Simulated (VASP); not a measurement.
# BeFe2N2 (P-4m2) in VASP: a series of runs, part 3 of 3

VASP 6.6.1. Earlier steps stand in the parts before.

## Step 5: Relaxation of cell and atoms, PBE (atoms taken out)

INCAR reads:

```
SYSTEM = BeFe2N2
  ALGO = Fast
  EDIFF = 1E-7
  EDIFFG = -0.01
  ENCUT = 600
  GGA = PE
  IBRION = 2
  ISIF = 3
  ISMEAR = 0
  LASPH = .TRUE.
  LCHARG = .FALSE.
  LREAL = .FALSE.
  LWAVE = .FALSE.
  NELM = 100
  NSW = 100
  PREC = Accurate
  SIGMA = 0.1
```

KPOINTS reads:

```
k-points
0
G
  12 12 10
  0 0 0
```

POSCAR reads:

```
BeFe2N2
1.0
    3.2427255556      0.0000000000      0.0000000000
    0.0000000000      3.2427255556      0.0000000000
    0.0000000000      0.0000000000      4.3192141577
Be Fe N
1 2 2
Direct
    0.0000000000      0.0000000000      0.0000000000
    0.5000000000      0.5000000000      0.5000000000
    0.0000000000      0.0000000000      0.5000000000
    0.5000000000      0.0000000000      0.7465752539
    0.0000000000      0.5000000000      0.2534247461
```

Potentials or basis: VASP PAW PBE potentials, release 64 (Be, Fe, N).

Command:

```bash
cat potpaw_PBE.64/Be/POTCAR potpaw_PBE.64/Fe/POTCAR potpaw_PBE.64/N/POTCAR > POTCAR
mpirun -np 1 vasp_std > vasp.out
```

OUTCAR:

```text
SYSTEM = BeFe2N2
   EDIFF = 1E-7
   EDIFFG = -0.01
   ENCUT = 600
   GGA = PE
   IBRION = 2
   ISIF = 3
   ISMEAR = 0
   LASPH = .TRUE.
   LREAL = .FALSE.
   NELM = 100
   NSW = 100
   PREC = Accurate

 ion  position               nearest neighbor table
   1  0.000  0.000  0.000-   4 1.96   5 1.96   5 1.96   4 1.96   3 2.16   3 2.16
   2  0.500  0.500  0.500-   4 1.94   5 1.94   4 1.94   5 1.94   3 2.29   3 2.29   3 2.29   3 2.29

   3  0.000  0.000  0.500-   4 1.94   5 1.94   5 1.94   4 1.94   1 2.16   1 2.16   2 2.29   2 2.29
                             2 2.29   2 2.29
   4  0.500  0.000  0.747-   2 1.94   3 1.94   2 1.94   3 1.94   1 1.96   1 1.96
   5  0.000  0.500  0.253-   2 1.94   3 1.94   3 1.94   2 1.94   1 1.96   1 1.96

  LATTYP: Found a simple tetragonal cell.
 ALAT       =     3.2427255556
 C/A-ratio  =     1.3319703082

  Lattice vectors:

 A1 = (   3.2427255556,   0.0000000000,   0.0000000000)
 A2 = (   0.0000000000,   3.2427255556,   0.0000000000)
 A3 = (   0.0000000000,   0.0000000000,   4.3192141577)

Analysis of symmetry for initial positions (statically):
=====================================================================
 Subroutine PRICEL returns:
 Original cell was already a primitive cell.

 Routine SETGRP: Setting up the symmetry group for a
 simple tetragonal supercell.

 Subroutine GETGRP returns: Found  8 space group operations
 (whereof  8 operations were pure point group operations)
 out of a pool of 16 trial point group operations.

The static configuration has the point symmetry D_2d.

Analysis of symmetry for dynamics (positions and initial velocities):
=====================================================================
 Subroutine PRICEL returns:
 Original cell was already a primitive cell.

 Routine SETGRP: Setting up the symmetry group for a
 simple tetragonal supercell.

 Subroutine GETGRP returns: Found  8 space group operations
 (whereof  8 operations were pure point group operations)
 out of a pool of 16 trial point group operations.

The dynamic configuration has the point symmetry D_2d.

 Subroutine INISYM returns: Found  8 space group operations
 (whereof  8 operations are pure point group operations),
 and found     1 'primitive' translations

----------------------------------------------------------------------------------------

                                     Primitive cell

  volume of cell :      45.4177

  direct lattice vectors                    reciprocal lattice vectors
     3.242725556  0.000000000  0.000000000     0.308382557  0.000000000  0.000000000
     0.000000000  3.242725556  0.000000000     0.000000000  0.308382557  0.000000000
     0.000000000  0.000000000  4.319214158     0.000000000  0.000000000  0.231523597

  length of vectors
     3.242725556  3.242725556  4.319214158     0.308382557  0.308382557  0.231523597

  position of ions in fractional coordinates (direct lattice)
     0.000000000  0.000000000  0.000000000
     0.500000000  0.500000000  0.500000000
     0.000000000  0.000000000  0.500000000
     0.500000000  0.000000000  0.746575254
     0.000000000  0.500000000  0.253424746

  ion indices of the primitive-cell ions
   primitive index   ion index
                 1           1
                 2           2
                 3           3
                 4           4
                 5           5
[... 34 lines left out ...]
  0.416667  0.000000  0.000000      4.000000
[... 16 lines left out ...]
  0.333333  0.333333  0.000000      4.000000
  0.416667  0.333333  0.000000      8.000000
 [... further k-points ...]
   k-points           NKPTS =    168   k-points in BZ     NKDIM =    168   number of bands    NBANDS=     18
   number of dos      NEDOS =    301   number of ions     NIONS =      5
   total plane-waves  NPLWV =  28224
   dimension x,y,z NGX =    28 NGY =   28 NGZ =   36
   dimension x,y,z NGXF=    56 NGYF=   56 NGZF=   72
   ions per type =               1   2   2
   NGX,Y,Z   is equivalent  to a cutoff of  14.35, 14.35, 13.86 a.u.
   NGXF,Y,Z  is equivalent  to a cutoff of  28.71, 28.71, 27.71 a.u.
 SYSTEM =  BeFe2N2
   PREC   = accura    normal or accurate (medium, high low for compatibility)
   ISTART =      0    job   : 0-new  1-cont  2-samecut
   ICHARG =      2    charge: 1-file 2-atom 10-const
   ISPIN  =      1    spin polarized calculation?
   LNONCOLLINEAR =      F non collinear calculations
   LSORBIT =      F    spin-orbit coupling
   LASPH  =      T    aspherical Exc in radial PAW
   ENCUT  =  600.0 eV  44.10 Ry    6.64 a.u.   6.48  6.48  8.63*2*pi/ulx,y,z
   NELM   =    100;   NELMIN=  2; NELMDL= -5     # of ELM steps
   EDIFF  = 0.1E-06   stopping-criterion for ELM
   LREAL  =      F    real-space projection
   EDIFFG = -.1E-01   stopping-criterion for IOM
   NSW    =    100    number of steps for IOM
   IBRION =      2    ionic relax: 0-MD 1-quasi-New 2-CG
   NFREE  =      1    steps in history (QN), initial steepest desc. (CG)
   ISIF   =      3    stress and relaxation
   ISYM   =      2    0-nonsym 1-usesym 2-fastsym
   POTIM  = 0.5000    time-step for ionic-motion
   TEBEG  =    0.0;   TEEND  =   0.0 temperature during run
   PSTRESS=    0.0 pullay stress
   NELECT =      28.0000    total number of electrons
   NUPDOWN=      -1.0000    fix difference up-down
   EMIN   =  10.00;   EMAX   =-10.00  energy-range for DOS
   EFERMI =   0.00;   METHOD = LEGACY
   ISMEAR =     0;   SIGMA  =   0.10  broadening in eV -4-tet -1-fermi 0-gaus
   EFERMI_NEDOS =   21; number of points for ismear=-14 and -15
   IALGO  =     68    algorithm
   IMIX   =      4    mixing-type and parameters
     AMIX     =   0.40;   BMIX     =  1.00
     AMIX_MAG =   1.60;   BMIX_MAG =  1.00
  volume/ion in A,a.u.               =       9.08        61.30
  Fermi-wavevector in a.u.,A,eV,Ry     =   1.393325  2.633003 26.413737  1.941355
  Thomas-Fermi vector in A             =   2.516982
   LORBIT       =      0    0 simple, 1 ext, 2 COOP (PROOUT), +10 PAW based schemes
   GGA     = PE    functional components
   LHFCALC =     F    Hartree Fock is set to
   AEXX    =    0.0000 exact exchange contribution
   IVDW    =     0    specifies the selected vdW correction
   LEPSILON=     F    determine dielectric tensor
   LRPA    =     F    only Hartree local field effects (RPA)
 conjugate gradient relaxation of ions
 non-spin polarized calculation
 RMM-DIIS sequential band-by-band and
 Gauss-broadening in eV      SIGMA  =   0.10
  energy-cutoff  :      600.00
  volume of cell :       45.42
 maximum number of plane-waves:      1545
 NGX is ok and might be reduce to    28
   NGX = 13   NGY = 13   NGZ = 17

--------------------------------------- Ionic step        1  -------------------------------------------

 number of electron      28.0000000 magnetization

 Free energy of the ion-electron system (eV)
  ---------------------------------------------------
  ext. energy  EPLUGINS =         0.00000000
  ---------------------------------------------------
  free energy    TOTEN  =       -36.68517091 eV

  energy without entropy =      -36.67441549  energy(sigma->0) =      -36.67979320

------------------------ aborting loop because EDIFF is reached ----------------------------------------

  FORCE on cell =-STRESS in cart. coord.  units (eV):
  Direction    XX          YY          ZZ          XY          YZ          ZX
  --------------------------------------------------------------------------------------
  -------------------------------------------------------------------------------------
  Total        0.0915570      0.0915570      0.3227601      0.0000000     -0.0000000      0.0000000
  in kB        3.2298107      3.2298107     11.3858456      0.0000000     -0.0000000      0.0000000
  external PRESSURE =       5.9484890 kB  Pullay stress =       0.0000000 kB
[... 104 lines left out ...]
--------------------------------------- Ionic step        4  -------------------------------------------

 number of electron      27.9999996 magnetization

 Free energy of the ion-electron system (eV)
  ---------------------------------------------------
  ext. energy  EPLUGINS =         0.00000000
  ---------------------------------------------------
  free energy    TOTEN  =       -36.68789242 eV

  energy without entropy =      -36.67673109  energy(sigma->0) =      -36.68231175

 E-fermi :   6.6212     XC(G=0): -12.0400

 val. band max:        6.6171152695   @ k =   0.5000   0.3333   0.2000
 cond. band min:       6.6251011855   @ k =   0.0000   0.0000   0.0000
 fundamental gap:      0.0079859160
 Fermi energy:         6.6212468178

 k-point     1 :       0.0000    0.0000    0.0000
  band No.  band energies     occupation
      1     -10.7472      2.00000
      2      -9.0965      2.00000
      3      -1.1236      2.00000
      4       0.2961      2.00000
      5       0.4919      2.00000
      6       0.4919      2.00000
[... 481 lines left out ...]
      5       0.6455      2.00000
      6       1.2385      2.00000
[... 10 lines left out ...]
     17       7.6669      0.00000
     18       8.0458      0.00000

 [... further k-points ...]
[... 5 lines left out ...]
  --------------------------------------------------------------------------------------
  -------------------------------------------------------------------------------------
  Total       -0.0004897     -0.0004897     -0.0086446      0.0000000      0.0000000      0.0000000
  in kB       -0.0172888     -0.0172888     -0.3052221      0.0000000      0.0000000      0.0000000
  external PRESSURE =      -0.1132666 kB  Pullay stress =       0.0000000 kB
[... 20 lines left out ...]
  FREE ENERGIE OF THE ION-ELECTRON SYSTEM (eV)
  ---------------------------------------------------
  free  energy   TOTEN  =       -36.6878924220 eV

  energy  without entropy=      -36.6767310868  energy(sigma->0) =      -36.68231175

 reached required accuracy - stopping structural energy minimisation
```

OSZICAR:

```text
N       E                     dE             d eps       ncg     rms          rms(c)
DAV:   1     0.241021284233E+03    0.24102E+03   -0.14856E+04  6048   0.202E+03
DAV:   2    -0.480966717643E+01   -0.24583E+03   -0.23892E+03  6048   0.406E+02
DAV:   3    -0.407227435749E+02   -0.35913E+02   -0.34671E+02  9260   0.161E+02
[... 60 lines left out ...]
RMM:   7    -0.366878953522E+02   -0.43016E-05   -0.14834E-04  7298   0.781E-02    0.154E-02
RMM:   8    -0.366878918651E+02    0.34871E-05   -0.32378E-05  7051   0.481E-02    0.597E-03
RMM:   9    -0.366878927245E+02   -0.85941E-06   -0.16015E-05  7601   0.228E-02    0.380E-03
RMM:  10    -0.366878925735E+02    0.15101E-06   -0.35730E-06  6857   0.115E-02    0.265E-03
RMM:  11    -0.366878923893E+02    0.18417E-06   -0.17501E-06  5812   0.816E-03    0.894E-04
RMM:  12    -0.366878924220E+02   -0.32634E-07   -0.66310E-07  4261   0.510E-03
   4 F= -.36687892E+02 E0= -.36682312E+02  d E =-.944903E-03
```

CONTCAR:

```text
BeFe2N2
   1.00000000000000
     3.2368689071106354    0.0000000000000000    0.0000000000000000
     0.0000000000000000    3.2368689071106354    0.0000000000000000
     0.0000000000000000   -0.0000000000000000    4.3310067441467233
  Be              Fe              N
     1     2     2
Direct
     0.0000000000000000    1.0000000000000000    0.0000000000000000
     0.5000000000000000    0.5000000000000000    0.5000000000000000
     1.0000000000000000    1.0000000000000000    0.5000000000000000
     0.5000000000000000    0.0000000000000000    0.7493240870546624
     0.0000000000000000    0.5000000000000000    0.2506759129453376

  0.00000000E+00  0.00000000E+00  0.00000000E+00
  0.00000000E+00  0.00000000E+00  0.00000000E+00
  0.00000000E+00  0.00000000E+00  0.00000000E+00
  0.00000000E+00  0.00000000E+00  0.00000000E+00
  0.00000000E+00  0.00000000E+00  0.00000000E+00
```

It took 13 min on 1 thread of Oxide Virtual Turin-like, shared host; peak memory 0.28 GiB.

Results:

| Item | Value |
| --- | --- |
| Free energy | -36.6879 eV |
| Relaxed volume | 9.08 Å³/atom |
| Relaxed cell | a = 3.237 Å, b = 3.237 Å, c = 4.331 Å, α = 90.00°, β = 90.00°, γ = 90.00° |
| Space group after relaxing (to 0.1 Å) | P-4m2 (No. 115) |
| Energy gained by relaxing | 0.5 meV/atom |
| Ionic steps | 4 |
| Pressure after relaxing | 0.0 GPa |
| Largest force after relaxing | 0.005 eV/Å |
| Band gap on the k mesh | zero (bands 14 and 15 overlap by 0.64 eV) |

Forces in eV/Å, atoms in the order of the input:
```
Be   0.000  0.000  0.000
Fe   0.000  0.000  0.000
Fe   0.000  0.000  0.000
N    0.000  0.000  0.005
N    0.000  0.000 -0.005
```

The path:
```tsv
step	energy change (eV)	largest force (eV/Å)	pressure (GPa)	volume (Å³)
1	0.0000	0.2030	0.59	45.42
2	-0.0014	0.0328	-1.36	45.64
3	-0.0018	0.0377	-0.77	45.57
4	-0.0027	0.0048	-0.01	45.38
```

Final structure:
```
Be Fe N
1.0
     3.23687    0.00000    0.00000
     0.00000    3.23687    0.00000
     0.00000    0.00000    4.33101
Be Fe N
1 2 2
Direct
  0.00000 0.00000 0.00000
  0.50000 0.50000 0.50000
  0.00000 0.00000 0.50000
  0.50000 0.00000 0.74932
  0.00000 0.50000 0.25068
```

Levels at points of the mesh, in eV from the Fermi level:
| k point | band 12 | band 13 | band 14 | band 15 | band 16 | band 17 |
| --- | --- | --- | --- | --- | --- | --- |
| (0.00, 0.00, 0.00) | 0.00 | 0.00 | 0.06 | 0.30 | 1.33 | 1.46 |
| (0.50, 0.00, 0.00) | -1.89 | -1.47 | -0.95 | 0.65 | 1.05 | 1.30 |
| (0.50, 0.50, 0.00) | -2.66 | -0.89 | -0.18 | -0.17 | -0.17 | 1.08 |
| (0.00, 0.00, 0.50) | 0.30 | 0.40 | 0.40 | 0.66 | 1.46 | 1.51 |
| (0.50, 0.00, 0.50) | -1.72 | -1.50 | -1.09 | 1.23 | 1.57 | 1.83 |
| (0.50, 0.50, 0.50) | -2.23 | -1.20 | -0.78 | -0.19 | -0.19 | 1.25 |

Caveat: the cell differs from its parent crystal (atoms taken out); the run has no spin polarisation, though such a crystal can be magnetic.

## Step 6: Relaxation of cell and atoms, PBE, collinear spin, ferromagnetic start (atoms taken out)

INCAR reads:

```
PREC = Accurate
ENCUT = 600
EDIFF = 1E-7
ISMEAR = 0
SIGMA = 0.1
LREAL = False
LASPH = True
NELM = 150
ALGO = Normal
ISIF = 3
LWAVE = False
LCHARG = False
ISPIN = 2
MAGMOM = 0 4 4 0 0
LORBIT = 11
LMAXMIX = 4
GGA = PE
IBRION = 2
NSW = 90
EDIFFG = -0.04
```

KPOINTS reads:

```
regular mesh
0
Gamma
  6 6 4
```

POSCAR reads:

```
BeFe2N2
1.0
    3.3035451700      0.0000000000      0.0000000000
    0.0000000000      3.3035451700      0.0000000000
    0.0000000000      0.0000000000      4.6719183800
Be Fe N
1 2 2
Direct
    0.0000000000      0.0000000000      0.0000000000
    0.5000000000      0.5000000000      0.5000000000
    0.0000000000      0.0000000000      0.5000000000
    0.5000000000      0.0000000000      0.7500000000
    0.0000000000      0.5000000000      0.2500000000
```

Potentials or basis: VASP PAW PBE potentials, release 64 (Be, Fe, N).

Command:

```bash
cat potpaw_PBE.64/Be/POTCAR potpaw_PBE.64/Fe/POTCAR potpaw_PBE.64/N/POTCAR > POTCAR
mpirun -np 1 vasp_std > vasp.out
```

Wall time 12 min (1 thread of Oxide Virtual Turin-like, shared host); peak memory 0.21 GiB.

It converged, with:

```yaml
Free_energy: -36.6846 eV
Relaxed_volume: 9.06 Å³/atom
Relaxed_cell: a = 3.238 Å, b = 3.238 Å, c = 4.321 Å, α = 90.00°, β = 90.00°, γ = 90.00°
Space_group_after_relaxing_to_0.1_Å: P-4m2 (No. 115)
Energy_gained_by_relaxing: 91.9 meV/atom
Ionic_steps: 6
Pressure_after_relaxing: 0.6 GPa
Largest_force_after_relaxing: 0.014 eV/Å
Band_gap_on_the_k_mesh: zero (filled and empty bands overlap)
Net_moment: 0.00 μB per cell
Valence_electrons_inside_the_program's_atomic_spheres: Be 0.90; Fe 7.76, 7.97; N 3.65
```

Forces on the atoms (eV/Å):
```
Be   0.000  0.000  0.000
Fe   0.000  0.000  0.000
Fe   0.000  0.000  0.000
N    0.000  0.000 -0.014
N    0.000  0.000  0.014
```

Stress tensor (GPa, compression positive):
```
0.68 0.00 0.00
0.00 0.68 0.00
0.00 0.00 0.33
```

The path:
```csv
step,energy change (eV),largest force (eV/Å),pressure (GPa),volume (Å³)
1,0.0000,0.9051,-20.93,50.99
2,0.0030,2.0994,31.82,41.77
3,-0.3960,0.2935,-0.01,46.01
4,-0.3962,0.3263,0.56,45.91
5,-0.4548,0.0586,0.49,45.47
6,-0.4594,0.0144,0.56,45.31
```

Final structure:
```xyz
5
Lattice="3.2381 0.0000 0.0000 0.0000 3.2381 0.0000 0.0000 0.0000 4.3214" Properties=species:S:1:pos:R:3 pbc="T T T"
Be    0.0000    0.0000    0.0000
Fe    1.6190    1.6190    2.1607
Fe    0.0000    0.0000    2.1607
N     1.6190    0.0000    3.2358
N     0.0000    1.6190    1.0855
```

Levels at points of the mesh, in eV from the Fermi level:
Spin up:
| k point | band 12 | band 13 | band 14 | band 15 | band 16 | band 17 |
| --- | --- | --- | --- | --- | --- | --- |
| (0.00, 0.00, 0.00) | 0.01 | 0.01 | 0.07 | 0.31 | 1.33 | 1.47 |
| (0.50, 0.00, 0.00) | -1.89 | -1.46 | -0.94 | 0.66 | 1.06 | 1.32 |
| (0.50, 0.50, 0.00) | -2.65 | -0.88 | -0.17 | -0.17 | -0.16 | 1.09 |
| (0.00, 0.00, 0.50) | 0.31 | 0.41 | 0.41 | 0.70 | 1.47 | 1.53 |
| (0.50, 0.00, 0.50) | -1.72 | -1.49 | -1.09 | 1.25 | 1.58 | 1.84 |
| (0.50, 0.50, 0.50) | -2.22 | -1.19 | -0.77 | -0.18 | -0.18 | 1.26 |
Spin down:
```tsv
k point	band 11	band 12	band 13	band 14	band 15	band 16	band 17	band 18
(0.00, 0.00, 0.00)	-0.43	0.01	0.01	0.07	0.31	1.33	1.47	2.12
(0.50, 0.00, 0.00)	-1.94	-1.89	-1.46	-0.94	0.66	1.06	1.32	1.71
(0.50, 0.50, 0.00)	-2.79	-2.65	-0.88	-0.17	-0.17	-0.16	1.09	1.45
(0.00, 0.00, 0.50)	-0.46	0.31	0.41	0.41	0.70	1.47	1.53	1.53
(0.50, 0.00, 0.50)	-1.89	-1.72	-1.49	-1.09	1.25	1.58	1.84	1.91
(0.50, 0.50, 0.50)	-2.62	-2.22	-1.19	-0.77	-0.18	-0.18	1.26	1.56
```

Caveat: the cell differs from its parent crystal (atoms taken out); the moments typed at the start vanished in this run.

## Step 7: The runs side by side

| task | spin | cell | k mesh | cutoff (eV) | gap on the mesh (eV) | pressure (GPa) | largest force (eV/Å) |
| --- | --- | --- | --- | --- | --- | --- | --- |
| single point | off | a = 3.236, b = 3.236, c = 4.324 Å, 5 atoms, atomic positions A | 12 × 12 × 10 | 520 | none | 1.1 | 0.14 |
| single point | collinear, ferromagnetic start | a = 3.304, b = 3.304, c = 4.672 Å, 5 atoms, atomic positions B | 6 × 6 × 4 | 520 | none | -20.8 | 0.91 |
| relaxation of cell and atoms | off | relaxed from a = 3.243, b = 3.243, c = 4.319 Å, 5 atoms, atomic positions C | 12 × 12 × 10 | 600 | none | 0.0 | - |

Alike in all rows: level PBE; potentials or basis VASP PAW PBE potentials, release 64 (Be, Fe, N); smearing gaussian 0.1 eV.

Caveats: the stress differs along the axes, from -25 to -19 GPa (at least some runs).

Absolute energies hang on the potentials; compare differences alone.

The gap in the log of VASP goes by the Fermi energy; the results here count the filled bands.